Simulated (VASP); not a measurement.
**Si: single point with r2SCAN**

Si:

```xyz
4
Lattice="-3.4271 3.4271 1.9795 3.4271 -3.4271 1.9795 3.4271 3.4271 -1.9795" Properties=species:S:1:pos:R:3 pbc="T T T"
Si    1.2252    1.2252    0.0000
Si    2.2019    2.2019    1.9795
Si    2.2019   -2.2019    1.9795
Si   -2.2019    2.2019    1.9795
```

This cell differs from its parent crystal: strain +0.030 along x and y, +0.030 along z.

```
Program             : VASP 6.6.1
Task                : single point
Functional          : r2SCAN
Potentials or basis : VASP PAW PBE potentials, release 64 (Si)
Cutoff              : 520 eV
k mesh              : 10 × 10 × 10
Occupations         : gaussian, width 0.05 eV
Spin                : no spin polarisation
```

The pressure is -6.7 GPa, the largest force is 0.110 eV/Å and the band gap on the k mesh is 0.65 eV (least direct gap 0.67 eV).

Forces on the atoms (eV/Å):
```
Si  -0.078 -0.078  0.000
Si   0.078  0.078  0.000
Si   0.078 -0.078  0.000
Si  -0.078  0.078  0.000
```

Stress tensor (GPa, compression positive):
```
-6.60  0.00  0.00
 0.00 -6.60  0.00
 0.00  0.00 -6.98
```

Levels at points of the mesh, in eV from the valence-band top:
| k point | band 6 | band 7 | band 8 | band 9 | band 10 | band 11 |
| --- | --- | --- | --- | --- | --- | --- |
| (0.00, 0.00, 0.00) | -1.46 | -1.46 | -0.51 | 1.66 | 1.66 | 1.69 |
| (0.50, 0.00, 0.00) | -3.29 | -2.26 | -1.40 | 1.17 | 2.55 | 3.35 |
| (0.50, 0.50, 0.00) | -1.93 | -1.75 | -1.57 | 1.81 | 2.15 | 2.17 |
| (0.50, 0.50, 0.50) | -0.23 | 0.00 | 0.00 | 0.67 | 2.73 | 3.59 |

Wall time 4.4 min on 1 thread of Intel(R) Xeon(R) Platinum 8488C (Sapphire Rapids) (shared host), peak memory 0.31 GiB.

Caveat: the cell differs from its parent crystal (strain +0.030 along x and y, +0.030 along z); the cell stands under tension; the PAW data sets were made with another functional, which shifts forces and pressure a little. A k mesh can miss the band edges.
